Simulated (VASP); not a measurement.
# ZnS (R3m) in VASP: notebook

The runs below take ZnS through electric field gradients, with PBE.

Everything below comes from runs of VASP 6.6.1. Logs are shortened: lines on timing, memory, paths and dates and some standing lists are left out, and cuts for length are marked.

## (1) The cell of the first run

Symmetry: R3m, No. 160, trigonal system. The conventional cell has a = 3.882 Å, b = 3.882 Å, c = 9.088 Å, α = 90.00°, β = 90.00°, γ = 120.00°. Within 3.0 Å of Zn (site symmetry 3m) lie 4 S at 2.27 to 2.37 Å. S (site symmetry 3m) has 4 Zn at 2.27 to 2.37 Å within 3.0 Å.

## (2) Electric field gradients, PBE (equal xy, yz and zx shear strains of -3 %)

The input, INCAR:

```
ALGO = Normal
EDIFF = 1E-8
ENCUT = 520
GGA = PE
ISIF = 2
ISMEAR = -1
LASPH = True
LCHARG = False
LEFG = True
LREAL = False
LWAVE = False
NBANDS = 16
NELM = 100
PREC = Accurate
SIGMA = 0.01
```

The input, KPOINTS:

```
k-points
0
Gamma
  8 8 8
```

The input, POSCAR:

```
ZnS
1.0
   -0.0811395000      2.6640802500      2.6640802500
    2.6640802500     -0.0811395000      2.6640802500
    2.6640802500      2.6640802500     -0.0811395000
Zn S
1 1
Direct
    0.0000000000      0.0000000000      0.0000000000
    0.7500000000      0.7500000000      0.7500000000
```

Potentials or basis: VASP PAW PBE potentials, release 64 (Zn, S).

On the command line:

```
> cat potpaw_PBE.64/Zn/POTCAR potpaw_PBE.64/S/POTCAR > POTCAR
> mpirun -np 1 vasp_std > vasp.out
```

OUTCAR:

```text
EDIFF = 1E-8
   ENCUT = 520
   GGA = PE
   ISIF = 2
   ISMEAR = -1
   LASPH = True
   LREAL = False
   NELM = 100
   PREC = Accurate

 ion  position               nearest neighbor table
   1  0.000  0.000  0.000-   2 2.27   2 2.37   2 2.37   2 2.37
   2  0.750  0.750  0.750-   1 2.27   1 2.37   1 2.37   1 2.37

  LATTYP: Found a trigonal (rhomboedric) cell.
 ALAT       =     3.7684520397
 COS(alpha) =     0.4693254694

  Lattice vectors:

 A1 = (  -0.0811395000,   2.6640802500,   2.6640802500)
 A2 = (   2.6640802500,  -0.0811395000,   2.6640802500)
 A3 = (   2.6640802500,   2.6640802500,  -0.0811395000)

Analysis of symmetry for initial positions (statically):
=====================================================================
 Subroutine PRICEL returns:
 Original cell was already a primitive cell.

 Routine SETGRP: Setting up the symmetry group for a
 trigonal (rhombohedral) supercell.

 Subroutine GETGRP returns: Found  6 space group operations
 (whereof  6 operations were pure point group operations)
 out of a pool of 12 trial point group operations.

The static configuration has the point symmetry C_3v.

Analysis of symmetry for dynamics (positions and initial velocities):
=====================================================================
 Subroutine PRICEL returns:
 Original cell was already a primitive cell.

 Routine SETGRP: Setting up the symmetry group for a
 trigonal (rhombohedral) supercell.

 Subroutine GETGRP returns: Found  6 space group operations
 (whereof  6 operations were pure point group operations)
 out of a pool of 12 trial point group operations.

The dynamic configuration has the point symmetry C_3v.

 Subroutine INISYM returns: Found  6 space group operations
 (whereof  6 operations are pure point group operations),
 and found     1 'primitive' translations

----------------------------------------------------------------------------------------

                                     Primitive cell

  volume of cell :      39.5428

  direct lattice vectors                    reciprocal lattice vectors
    -0.081139500  2.664080250  2.664080250    -0.179318264  0.184951299  0.184951299
     2.664080250 -0.081139500  2.664080250     0.184951299 -0.179318264  0.184951299
     2.664080250  2.664080250 -0.081139500     0.184951299  0.184951299 -0.179318264

  length of vectors
     3.768452040  3.768452040  3.768452040     0.317126167  0.317126167  0.317126167

  position of ions in fractional coordinates (direct lattice)
     0.000000000  0.000000000  0.000000000
     0.750000000  0.750000000  0.750000000

  ion indices of the primitive-cell ions
   primitive index   ion index
                 1           1
                 2           2

----------------------------------------------------------------------------------------

 KPOINTS: k-points

Automatic generation of k-mesh.
 Grid dimensions read from file:
 generate k-points for:    8    8    8

 Generating k-lattice:

  Cartesian coordinates                     Fractional coordinates (reciprocal lattice)
    -0.022414783  0.023118912  0.023118912     0.125000000  0.000000000  0.000000000
     0.023118912 -0.022414783  0.023118912     0.000000000  0.125000000  0.000000000
     0.023118912  0.023118912 -0.022414783     0.000000000  0.000000000  0.125000000

  Length of vectors
     0.039640771  0.039640771  0.039640771

  Shift w.r.t. Gamma in fractional coordinates (k-lattice)
     0.000000000  0.000000000  0.000000000

 Subroutine IBZKPT returns following result:
 ===========================================

 Found     65 irreducible k-points:

 Following reciprocal coordinates:
            Coordinates               Weight
  0.000000  0.000000  0.000000      1.000000
  0.125000  0.000000 -0.000000      6.000000
  0.250000  0.000000 -0.000000      6.000000
  0.375000  0.000000  0.000000      6.000000
  0.500000  0.000000 -0.000000      3.000000
  0.125000  0.125000 -0.000000      6.000000
[... 16 lines left out ...]
  0.250000  0.125000  0.125000      6.000000
  0.375000  0.125000  0.125000      6.000000
 [... further k-points ...]
   k-points           NKPTS =     65   k-points in BZ     NKDIM =     65   number of bands    NBANDS=     16
   number of dos      NEDOS =    301   number of ions     NIONS =      2
   total plane-waves  NPLWV =  21952
   dimension x,y,z NGX =    28 NGY =   28 NGZ =   28
   dimension x,y,z NGXF=    56 NGYF=   56 NGZF=   56
   ions per type =               1   1
   NGX,Y,Z   is equivalent  to a cutoff of  12.35, 12.35, 12.35 a.u.
   NGXF,Y,Z  is equivalent  to a cutoff of  24.70, 24.70, 24.70 a.u.
 SYSTEM =  unknown system
   PREC   = accura    normal or accurate (medium, high low for compatibility)
   ISTART =      0    job   : 0-new  1-cont  2-samecut
   ICHARG =      2    charge: 1-file 2-atom 10-const
   ISPIN  =      1    spin polarized calculation?
   LNONCOLLINEAR =      F non collinear calculations
   LSORBIT =      F    spin-orbit coupling
   LASPH  =      T    aspherical Exc in radial PAW
   ENCUT  =  520.0 eV  38.22 Ry    6.18 a.u.   7.01  7.01  7.01*2*pi/ulx,y,z
   NELM   =    100;   NELMIN=  2; NELMDL= -5     # of ELM steps
   EDIFF  = 0.1E-07   stopping-criterion for ELM
   LREAL  =      F    real-space projection
   EDIFFG = 0.1E-06   stopping-criterion for IOM
   NSW    =      0    number of steps for IOM
   IBRION =     -1    ionic relax: 0-MD 1-quasi-New 2-CG
   NFREE  =      0    steps in history (QN), initial steepest desc. (CG)
   ISIF   =      2    stress and relaxation
   ISYM   =      2    0-nonsym 1-usesym 2-fastsym
   POTIM  = 0.5000    time-step for ionic-motion
   TEBEG  =    0.0;   TEEND  =   0.0 temperature during run
   PSTRESS=    0.0 pullay stress
   NELECT =      18.0000    total number of electrons
   NUPDOWN=      -1.0000    fix difference up-down
   EMIN   =  10.00;   EMAX   =-10.00  energy-range for DOS
   EFERMI =   0.00;   METHOD = LEGACY
   ISMEAR =    -1;   SIGMA  =   0.01  broadening in eV -4-tet -1-fermi 0-gaus
   EFERMI_NEDOS =   21; number of points for ismear=-14 and -15
   IALGO  =     38    algorithm
   IMIX   =      4    mixing-type and parameters
     AMIX     =   0.40;   BMIX     =  1.00
     AMIX_MAG =   1.60;   BMIX_MAG =  1.00
  volume/ion in A,a.u.               =      19.77       133.42
  Fermi-wavevector in a.u.,A,eV,Ry     =   1.259341  2.379809 21.578018  1.585940
  Thomas-Fermi vector in A             =   2.392906
   LORBIT       =      0    0 simple, 1 ext, 2 COOP (PROOUT), +10 PAW based schemes
   GGA     = PE    functional components
   LHFCALC =     F    Hartree Fock is set to
   AEXX    =    0.0000 exact exchange contribution
   IVDW    =     0    specifies the selected vdW correction
   LEPSILON=     F    determine dielectric tensor
   LRPA    =     F    only Hartree local field effects (RPA)
 non-spin polarized calculation
  energy-cutoff  :      520.00
  volume of cell :       39.54
 maximum number of plane-waves:      1086
   NGX = 13   NGY = 13   NGZ = 13

 number of electron      17.9999984 magnetization

 Free energy of the ion-electron system (eV)
  ---------------------------------------------------
  ext. energy  EPLUGINS =         0.00000000
  ---------------------------------------------------
  free energy    TOTEN  =        -6.82365155 eV

  energy without entropy =       -6.82365155  energy(sigma->0) =       -6.82365155

 E-fermi :   2.3552     XC(G=0):  -9.6186

 val. band max:        2.1740183112   @ k =   0.0000   0.0000   0.0000
 cond. band min:       4.1675449788   @ k =   0.0000   0.0000   0.0000
 fundamental gap:      1.9935266675
 Fermi energy:         2.3552066092

 k-point     1 :       0.0000    0.0000    0.0000
  band No.  band energies     occupation
      1     -11.0443      2.00000
      2      -4.2749      2.00000
      3      -4.2389      2.00000
      4      -4.2389      2.00000
      5      -3.7536      2.00000
      6      -3.7536      2.00000
[... 8 lines left out ...]
     15      13.8643      0.00000
     16      13.9582      0.00000

 k-point     2 :       0.1250    0.0000   -0.0000
  band No.  band energies     occupation
      1     -10.9318      2.00000
      2      -4.2611      2.00000
      3      -4.2296      2.00000
      4      -4.2202      2.00000
      5      -3.7555      2.00000
      6      -3.7540      2.00000
[... 8 lines left out ...]
     15      13.3639      0.00000
     16      14.7827      0.00000
[... 387 lines left out ...]
      5      -3.7729      2.00000
      6      -3.7428      2.00000
[... 8 lines left out ...]
     15      13.4372      0.00000
     16      15.8099      0.00000

 k-point    24 :       0.3750    0.1250    0.1250
  band No.  band energies     occupation
      1     -10.4202      2.00000
      2      -4.1984      2.00000
      3      -4.1449      2.00000
      4      -4.1020      2.00000
      5      -3.7736      2.00000
      6      -3.7204      2.00000
[... 8 lines left out ...]
     15      14.6794      0.00000
     16      15.6444      0.00000

 [... further k-points ...]
[... 5 lines left out ...]
  --------------------------------------------------------------------------------------
  -------------------------------------------------------------------------------------
  Total        0.4563465      0.4563465      0.4563465      0.5486915      0.5486915      0.5486915
  in kB       18.4900596     18.4900596     18.4900596     22.2316549     22.2316549     22.2316549
  external PRESSURE =      18.4900596 kB  Pullay stress =       0.0000000 kB

 VOLUME and BASIS-vectors are now :
 -----------------------------------------------------------------------------
  energy-cutoff  :      520.00
  volume of cell :       39.54
      direct lattice vectors                 reciprocal lattice vectors
    -0.081139500  2.664080250  2.664080250    -0.179318264  0.184951299  0.184951299
     2.664080250 -0.081139500  2.664080250     0.184951299 -0.179318264  0.184951299
     2.664080250  2.664080250 -0.081139500     0.184951299  0.184951299 -0.179318264

 POSITION                                       TOTAL-FORCE (eV/Angst)
 -----------------------------------------------------------------------------------
      0.00000      0.00000      0.00000         0.206518      0.206518      0.206518
      3.93527      3.93527      3.93527        -0.206518     -0.206518     -0.206518
 -----------------------------------------------------------------------------------
    total drift:                                0.000160      0.000160      0.000160

  FREE ENERGIE OF THE ION-ELECTRON SYSTEM (eV)
  ---------------------------------------------------
  free  energy   TOTEN  =        -6.8236515483 eV

  energy  without entropy=       -6.8236515483  energy(sigma->0) =       -6.82365155

 Electric field gradients (V/A^2)
---------------------------------------------------------------------
 ion       V_xx      V_yy      V_zz      V_xy      V_xz      V_yz
---------------------------------------------------------------------
   1      -0.000    -0.000    -0.000    -9.662    -9.662    -9.662
   2      -0.000    -0.000     0.000    -4.615    -4.615    -4.615
---------------------------------------------------------------------

 Electric field gradients after diagonalization (V/A^2)
 (convention: |V_zz| > |V_xx| > |V_yy|)
----------------------------------------------------------------------
 ion       V_xx      V_yy      V_zz     asymmetry (V_yy - V_xx)/ V_zz
----------------------------------------------------------------------
   1       9.662     9.662   -19.324       0.000
   2       4.615     4.615    -9.229       0.000
----------------------------------------------------------------------

           NMR quadrupolar parameters

 Cq : quadrupolar parameter    Cq=e*Q*V_zz/h
 eta: asymmetry parameters     (V_yy - V_xx)/ V_zz
 Q  : nuclear electric quadrupole moment in mb (millibarn)
----------------------------------------------------------------------
 ion       Cq(MHz)       eta       Q (mb)
----------------------------------------------------------------------
   1      -0.047       0.000       1.000
   2      -0.022       0.000       1.000
----------------------------------------------------------------------
```

It took 63 s on 1 thread of Intel Xeon 8259CL, shared host; peak memory 0.17 GiB.

Results:

```
Free energy                             : -6.8237 eV
Pressure                                : 1.8 GPa
Largest force                           : 0.358 eV/Å
Band gap on the k mesh                  : 1.99 eV
Largest electric field gradient by atom : Zn -19.3; S -9.2 V/Å²
```

Forces in eV/Å, atoms in the order of the input:
```
Zn   0.207  0.207  0.207
S   -0.207 -0.207 -0.207
```

Electric field gradients, principal values (V/Å²):
```csv
atom,least,middle,greatest (by size)
1 Zn,9.662,9.662,-19.324
2 S,4.615,4.615,-9.229
```

Caveat: the cell differs from its parent crystal (equal xy, yz and zx shear strains of -3 %); without QUAD_EFG the Cq values of the log hold for a quadrupole moment of 1 mb, not for the nuclei.

## (3) Electric field gradients, PBE (equal xy, yz and zx shear strains of -1 %)

The input, INCAR:

```
ALGO     = Normal         # electronic algorithm
EDIFF    = 1E-8           # SCF threshold, eV
ENCUT    = 520            # plane-wave cutoff, eV
GGA      = PE             # functional
ISIF     = 2              # what is computed and relaxed
ISMEAR   = -1             # smearing method
LASPH    = T              # aspherical terms in the spheres
LCHARG   = F              # write CHGCAR
LEFG     = T            
LREAL    = F              # projectors in reciprocal space
LWAVE    = F              # write WAVECAR
NBANDS   = 16             # bands
NELM     = 100            # most SCF steps
PREC     = Accurate       # precision mode
SIGMA    = 0.01           # smearing width, eV
```

KPOINTS is that of step 2.

The input, POSCAR:

```
ZnS
1.0
   -0.0270465000      2.6911267500      2.6911267500
    2.6911267500     -0.0270465000      2.6911267500
    2.6911267500      2.6911267500     -0.0270465000
Zn S
1 1
Direct
    0.0000000000      0.0000000000      0.0000000000
    0.7500000000      0.7500000000      0.7500000000
```

Potentials or basis: VASP PAW PBE potentials, release 64 (Zn, S).

On the command line:

```
> cat potpaw_PBE.64/Zn/POTCAR potpaw_PBE.64/S/POTCAR > POTCAR
> mpirun -np 1 vasp_std > vasp.out
```

OUTCAR:

```text
EDIFF = 1E-8
   ENCUT = 520
   GGA = PE
   ISIF = 2
   ISMEAR = -1
   LASPH = T
   LREAL = F
   NELM = 100
   PREC = Accurate

 ion  position               nearest neighbor table
   1  0.000  0.000  0.000-   2 2.32   2 2.35   2 2.35   2 2.35
   2  0.750  0.750  0.750-   1 2.32   1 2.35   1 2.35   1 2.35

  LATTYP: Found a trigonal (rhomboedric) cell.
 ALAT       =     3.8059240510
 COS(alpha) =     0.4899250057

  Lattice vectors:

 A1 = (  -0.0270465000,   2.6911267500,   2.6911267500)
 A2 = (   2.6911267500,  -0.0270465000,   2.6911267500)
[... 668 lines left out ...]
  free  energy   TOTEN  =        -6.8456520820 eV

  energy  without entropy=       -6.8456520820  energy(sigma->0) =       -6.84565208

 Electric field gradients (V/A^2)
---------------------------------------------------------------------
 ion       V_xx      V_yy      V_zz      V_xy      V_xz      V_yz
---------------------------------------------------------------------
   1      -0.000    -0.000     0.000    -3.175    -3.175    -3.175
   2      -0.000    -0.000     0.000    -1.535    -1.535    -1.535
---------------------------------------------------------------------

 Electric field gradients after diagonalization (V/A^2)
 (convention: |V_zz| > |V_xx| > |V_yy|)
----------------------------------------------------------------------
 ion       V_xx      V_yy      V_zz     asymmetry (V_yy - V_xx)/ V_zz
----------------------------------------------------------------------
   1       3.175     3.175    -6.349       0.000
   2       1.535     1.535    -3.070       0.000
----------------------------------------------------------------------

           NMR quadrupolar parameters

 Cq : quadrupolar parameter    Cq=e*Q*V_zz/h
 eta: asymmetry parameters     (V_yy - V_xx)/ V_zz
 Q  : nuclear electric quadrupole moment in mb (millibarn)
----------------------------------------------------------------------
 ion       Cq(MHz)       eta       Q (mb)
----------------------------------------------------------------------
   1      -0.015       0.000       1.000
   2      -0.007       0.000       1.000
----------------------------------------------------------------------
```

stdout:

```text
POSCAR found type information on POSCAR ZnS
 POSCAR found :  2 types and       2 ions
 scaLAPACK will be used
 LDA part: xc-table for (Slater+PW92), standard interpolation
 POSCAR, INCAR and KPOINTS ok, starting setup
 FFT: planning ... GRIDC
 FFT: planning ... GRID_SOFT
 FFT: planning ... GRID
 WAVECAR not read
 entering main loop
ion   1

ion   2
```

Wall time 64 s (1 thread of Intel Xeon 8259CL, shared host); peak memory 0.18 GiB.

What came out:

```
Free energy                             : -6.8457 eV
Pressure                                : 1.6 GPa
Largest force                           : 0.105 eV/Å
Band gap on the k mesh                  : 2.07 eV
Largest electric field gradient by atom : Zn -6.3; S -3.1 V/Å²
```

Forces in eV/Å, atoms in the order of the input:
```
Zn   0.060  0.060  0.060
S   -0.060 -0.060 -0.060
```

Electric field gradients, principal values (V/Å²):
| atom | least | middle | greatest (by size) |
| --- | --- | --- | --- |
| 1 Zn | 3.175 | 3.175 | -6.349 |
| 2 S | 1.535 | 1.535 | -3.070 |

Caveat: the cell differs from its parent crystal (equal xy, yz and zx shear strains of -1 %); without QUAD_EFG the Cq values of the log hold for a quadrupole moment of 1 mb, not for the nuclei.

(Part 1 of 3 ends here.)
